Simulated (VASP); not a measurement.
# C (Fd-3m) in VASP: single point with PBE

Aim: the single point of C with PBE.

Everything below comes from runs of VASP 6.6.1. Logs are shortened: lines on timing, memory, paths and dates and some standing lists are left out, and cuts for length are marked.

### 1 The cell of the first run

Symmetry: Fd-3m, No. 227, cubic system. Conventional cell: a = 3.554 Å, b = 3.554 Å, c = 3.554 Å, α = 90.00°, β = 90.00°, γ = 90.00°. C (site symmetry -43m) has 4 C at 1.54 Å within 2.1 Å.

### 2 Single point, PBE

The input, INCAR:

```
  PREC = Accurate
  ENCUT = 600
  EDIFF = 1E-6
  ISMEAR = 0
  SIGMA = 0.01
  LREAL = F
  LASPH = T
  NELM = 120
  ALGO = Normal
  ISIF = 2
  LWAVE = F
  LCHARG = F
  GGA = PE
  NBANDS = 11
  GGA_COMPAT = F
```

The input, KPOINTS:

```
regular mesh
0
Gamma
  8 8 8
```

The input, POSCAR:

```
C
1.0
    0.0000000000      1.7769057852      1.7769057852
    1.7769057852      0.0000000000      1.7769057852
    1.7769057852      1.7769057852      0.0000000000
C
2
Direct
    0.7500000000      0.7500000000      0.7500000000
    0.5000000000      0.5000000000      0.5000000000
```

Potentials or basis: VASP PAW PBE potentials, release 64 (C).

The run is started by

```bash
> cat potpaw_PBE.64/C/POTCAR > POTCAR
> mpirun -np 1 vasp_std > vasp.out
```

OUTCAR:

```text
PREC = Accurate
   ENCUT = 600
   EDIFF = 1E-6
   ISMEAR = 0
   LREAL = F
   LASPH = T
   NELM = 120
   ISIF = 2
   GGA = PE

 ion  position               nearest neighbor table
   1  0.750  0.750  0.750-   2 1.54   2 1.54   2 1.54   2 1.54
   2  0.500  0.500  0.500-   1 1.54   1 1.54   1 1.54   1 1.54

  LATTYP: Found a face centered cubic cell.
 ALAT       =     3.5538115704

  Lattice vectors:

 A1 = (   0.0000000000,   1.7769057852,   1.7769057852)
 A2 = (   1.7769057852,   0.0000000000,   1.7769057852)
 A3 = (   1.7769057852,   1.7769057852,   0.0000000000)

Analysis of symmetry for initial positions (statically):
=====================================================================
 Subroutine PRICEL returns:
 Original cell was already a primitive cell.

 Routine SETGRP: Setting up the symmetry group for a
 face centered cubic supercell.

 Subroutine GETGRP returns: Found 48 space group operations
 (whereof 24 operations were pure point group operations)
 out of a pool of 48 trial point group operations.

The static configuration has the point symmetry T_d .
 The point group associated with its full space group is O_h .

Analysis of symmetry for dynamics (positions and initial velocities):
=====================================================================
 Subroutine PRICEL returns:
 Original cell was already a primitive cell.

 Routine SETGRP: Setting up the symmetry group for a
 face centered cubic supercell.

 Subroutine GETGRP returns: Found 48 space group operations
 (whereof 24 operations were pure point group operations)
 out of a pool of 48 trial point group operations.

The dynamic configuration has the point symmetry T_d .
 The point group associated with its full space group is O_h .

 Subroutine INISYM returns: Found 48 space group operations
 (whereof 24 operations are pure point group operations),
 and found     1 'primitive' translations

----------------------------------------------------------------------------------------

                                     Primitive cell

  volume of cell :      11.2208

  direct lattice vectors                    reciprocal lattice vectors
     0.000000000  1.776905785  1.776905785    -0.281388020  0.281388020  0.281388020
     1.776905785  0.000000000  1.776905785     0.281388020 -0.281388020  0.281388020
     1.776905785  1.776905785  0.000000000     0.281388020  0.281388020 -0.281388020

  length of vectors
     2.512924260  2.512924260  2.512924260     0.487378347  0.487378347  0.487378347

  position of ions in fractional coordinates (direct lattice)
     0.750000000  0.750000000  0.750000000
     0.500000000  0.500000000  0.500000000

  ion indices of the primitive-cell ions
   primitive index   ion index
                 1           1
                 2           2

----------------------------------------------------------------------------------------

 KPOINTS: regular mesh

Automatic generation of k-mesh.
 Grid dimensions read from file:
 generate k-points for:    8    8    8

 Generating k-lattice:

  Cartesian coordinates                     Fractional coordinates (reciprocal lattice)
    -0.035173502  0.035173502  0.035173502     0.125000000  0.000000000  0.000000000
     0.035173502 -0.035173502  0.035173502     0.000000000  0.125000000  0.000000000
     0.035173502  0.035173502 -0.035173502     0.000000000  0.000000000  0.125000000

  Length of vectors
     0.060922293  0.060922293  0.060922293

  Shift w.r.t. Gamma in fractional coordinates (k-lattice)
     0.000000000  0.000000000  0.000000000

 Subroutine IBZKPT returns following result:
 ===========================================

 Found     29 irreducible k-points:

 Following reciprocal coordinates:
            Coordinates               Weight
  0.000000  0.000000  0.000000      1.000000
  0.125000  0.000000  0.000000      8.000000
  0.250000  0.000000  0.000000      8.000000
  0.375000  0.000000  0.000000      8.000000
  0.500000  0.000000  0.000000      4.000000
  0.125000  0.125000  0.000000      6.000000
[... 16 lines left out ...]
  0.500000  0.250000  0.125000     48.000000
 -0.375000  0.250000  0.125000     24.000000
 [... further k-points ...]
   k-points           NKPTS =     29   k-points in BZ     NKDIM =     29   number of bands    NBANDS=     11
   number of dos      NEDOS =    301   number of ions     NIONS =      2
   total plane-waves  NPLWV =   8000
   dimension x,y,z NGX =    20 NGY =   20 NGZ =   20
   dimension x,y,z NGXF=    40 NGYF=   40 NGZF=   40
   ions per type =               2
   NGX,Y,Z   is equivalent  to a cutoff of  13.23, 13.23, 13.23 a.u.
   NGXF,Y,Z  is equivalent  to a cutoff of  26.46, 26.46, 26.46 a.u.
 SYSTEM =  unknown system
   PREC   = accura    normal or accurate (medium, high low for compatibility)
   ISTART =      0    job   : 0-new  1-cont  2-samecut
   ICHARG =      2    charge: 1-file 2-atom 10-const
   ISPIN  =      1    spin polarized calculation?
   LNONCOLLINEAR =      F non collinear calculations
   LSORBIT =      F    spin-orbit coupling
   LASPH  =      T    aspherical Exc in radial PAW
   ENCUT  =  600.0 eV  44.10 Ry    6.64 a.u.   5.02  5.02  5.02*2*pi/ulx,y,z
   NELM   =    120;   NELMIN=  2; NELMDL= -5     # of ELM steps
   EDIFF  = 0.1E-05   stopping-criterion for ELM
   LREAL  =      F    real-space projection
   EDIFFG = 0.1E-04   stopping-criterion for IOM
   NSW    =      0    number of steps for IOM
   IBRION =     -1    ionic relax: 0-MD 1-quasi-New 2-CG
   NFREE  =      0    steps in history (QN), initial steepest desc. (CG)
   ISIF   =      2    stress and relaxation
   ISYM   =      2    0-nonsym 1-usesym 2-fastsym
   POTIM  = 0.5000    time-step for ionic-motion
   TEBEG  =    0.0;   TEEND  =   0.0 temperature during run
   PSTRESS=    0.0 pullay stress
   NELECT =       8.0000    total number of electrons
   NUPDOWN=      -1.0000    fix difference up-down
   EMIN   =  10.00;   EMAX   =-10.00  energy-range for DOS
   EFERMI =   0.00;   METHOD = LEGACY
   ISMEAR =     0;   SIGMA  =   0.01  broadening in eV -4-tet -1-fermi 0-gaus
   EFERMI_NEDOS =   21; number of points for ismear=-14 and -15
   IALGO  =     38    algorithm
   IMIX   =      4    mixing-type and parameters
     AMIX     =   0.40;   BMIX     =  1.00
     AMIX_MAG =   1.60;   BMIX_MAG =  1.00
  volume/ion in A,a.u.               =       5.61        37.86
  Fermi-wavevector in a.u.,A,eV,Ry     =   1.462504  2.763732 29.101750  2.138918
  Thomas-Fermi vector in A             =   2.578710
   LORBIT       =      0    0 simple, 1 ext, 2 COOP (PROOUT), +10 PAW based schemes
   GGA     = PE    functional components
   LHFCALC =     F    Hartree Fock is set to
   AEXX    =    0.0000 exact exchange contribution
   IVDW    =     0    specifies the selected vdW correction
   LEPSILON=     F    determine dielectric tensor
   LRPA    =     F    only Hartree local field effects (RPA)
 non-spin polarized calculation
 Gauss-broadening in eV      SIGMA  =   0.01
  energy-cutoff  :      600.00
  volume of cell :       11.22
 maximum number of plane-waves:       388
   NGX =  9   NGY =  9   NGZ =  9

 number of electron       7.9999999 magnetization

 Free energy of the ion-electron system (eV)
  ---------------------------------------------------
  ext. energy  EPLUGINS =         0.00000000
  ---------------------------------------------------
  free energy    TOTEN  =       -18.18552910 eV

  energy without entropy =      -18.18552910  energy(sigma->0) =      -18.18552910

 E-fermi :   9.9784     XC(G=0): -13.3053

 val. band max:        9.8871432003   @ k =   0.0000   0.0000   0.0000
 cond. band min:      14.0436844161   @ k =   0.3750   0.3750   0.0000
 fundamental gap:      4.1565412158
 Fermi energy:         9.9784300828

 k-point     1 :       0.0000    0.0000    0.0000
  band No.  band energies     occupation
      1     -11.7365      2.00000
      2       9.8871      2.00000
      3       9.8871      2.00000
      4       9.8871      2.00000
      5      15.5073      0.00000
      6      15.5073      0.00000
      7      15.5073      0.00000
      8      23.4690      0.00000
      9      29.3220      0.00000
     10      36.5430      0.00000
     11      36.5430      0.00000

 k-point     2 :       0.1250    0.0000    0.0000
  band No.  band energies     occupation
      1     -11.3012      2.00000
      2       7.4519      2.00000
      3       9.2270      2.00000
      4       9.2270      2.00000
      5      16.3755      0.00000
      6      16.3755      0.00000
      7      16.8185      0.00000
      8      23.8174      0.00000
      9      29.9738      0.00000
     10      33.4598      0.00000
     11      33.4598      0.00000

 k-point     3 :       0.2500    0.0000    0.0000
  band No.  band energies     occupation
      1     -10.0084      2.00000
      2       3.2437      2.00000
      3       8.1227      2.00000
      4       8.1227      2.00000
      5      17.7272      0.00000
      6      17.7272      0.00000
      7      18.1338      0.00000
      8      24.7014      0.00000
      9      30.7434      0.00000
     10      32.3731      0.00000
     11      32.3731      0.00000

 k-point     4 :       0.3750    0.0000    0.0000
  band No.  band energies     occupation
      1      -7.9245      2.00000
      2      -0.8706      2.00000
      3       7.3337      2.00000
      4       7.3337      2.00000
      5      18.3213      0.00000
      6      18.3213      0.00000
      7      18.7206      0.00000
      8      25.4724      0.00000
      9      31.2062      0.00000
     10      34.0108      0.00000
     11      34.0108      0.00000
[... 239 lines left out ...]
 k-point    22 :       0.3750    0.2500    0.1250
  band No.  band energies     occupation
      1      -8.8740      2.00000
      2       3.3377      2.00000
      3       4.3287      2.00000
      4       6.9733      2.00000
      5      16.5052      0.00000
      6      20.0094      0.00000
      7      21.5628      0.00000
      8      21.7480      0.00000
      9      30.7207      0.00000
     10      31.6198      0.00000
     11      35.7384      0.00000

 k-point    23 :       0.5000    0.2500    0.1250
  band No.  band energies     occupation
      1      -6.8310      2.00000
      2      -0.0316      2.00000
      3       3.5549      2.00000
      4       5.7636      2.00000
      5      17.9042      0.00000
      6      19.5984      0.00000
      7      22.4183      0.00000
      8      23.3420      0.00000
      9      30.1980      0.00000
     10      32.3731      0.00000
     11      36.1983      0.00000

 k-point    24 :      -0.3750    0.2500    0.1250
  band No.  band energies     occupation
      1      -4.8816      2.00000
      2      -2.5837      2.00000
      3       3.5244      2.00000
      4       5.1477      2.00000
      5      18.2221      0.00000
      6      19.4296      0.00000
      7      23.0863      0.00000
      8      24.8853      0.00000
      9      28.3084      0.00000
     10      33.9979      0.00000
     11      36.3755      0.00000

 [... further k-points ...]
[... 5 lines left out ...]
  --------------------------------------------------------------------------------------
  -------------------------------------------------------------------------------------
  Total        0.4688166      0.4688166      0.4688166     -0.0000000      0.0000000     -0.0000000
  in kB       66.9407223     66.9407223     66.9407223     -0.0000000      0.0000000     -0.0000000
  external PRESSURE =      66.9407223 kB  Pullay stress =       0.0000000 kB

 VOLUME and BASIS-vectors are now :
 -----------------------------------------------------------------------------
  energy-cutoff  :      600.00
  volume of cell :       11.22
      direct lattice vectors                 reciprocal lattice vectors
     0.000000000  1.776905785  1.776905785    -0.281388020  0.281388020  0.281388020
     1.776905785  0.000000000  1.776905785     0.281388020 -0.281388020  0.281388020
     1.776905785  1.776905785  0.000000000     0.281388020  0.281388020 -0.281388020

 POSITION                                       TOTAL-FORCE (eV/Angst)
 -----------------------------------------------------------------------------------
      2.66536      2.66536      2.66536        -0.000000     -0.000000      0.000000
      1.77691      1.77691      1.77691         0.000000      0.000000     -0.000000
 -----------------------------------------------------------------------------------
    total drift:                                0.000000     -0.000000      0.000000

  FREE ENERGIE OF THE ION-ELECTRON SYSTEM (eV)
  ---------------------------------------------------
  free  energy   TOTEN  =       -18.1855290964 eV

  energy  without entropy=      -18.1855290964  energy(sigma->0) =      -18.18552910
```

Wall time 2.9 s (1 thread of AMD EPYC 9R45 (Zen 5), shared host); peak memory 0.09 GiB.

What came out:

* Free energy: -18.1855 eV
* Pressure: 6.7 GPa
* Band gap on the k mesh: 4.16 eV, indirect (least direct gap 5.62 eV)

Levels at points of the mesh, in eV from the valence-band top:
| k point | band 2 | band 3 | band 4 | band 5 | band 6 | band 7 |
| --- | --- | --- | --- | --- | --- | --- |
| (0.00, 0.00, 0.00) | 0.00 | 0.00 | 0.00 | 5.62 | 5.62 | 5.62 |
| (0.50, 0.00, 0.00) | -13.49 | -2.83 | -2.83 | 8.50 | 8.50 | 9.00 |
| (0.50, 0.50, 0.00) | -12.84 | -6.36 | -6.36 | 4.78 | 4.78 | 16.97 |

A k mesh can miss the band edges.
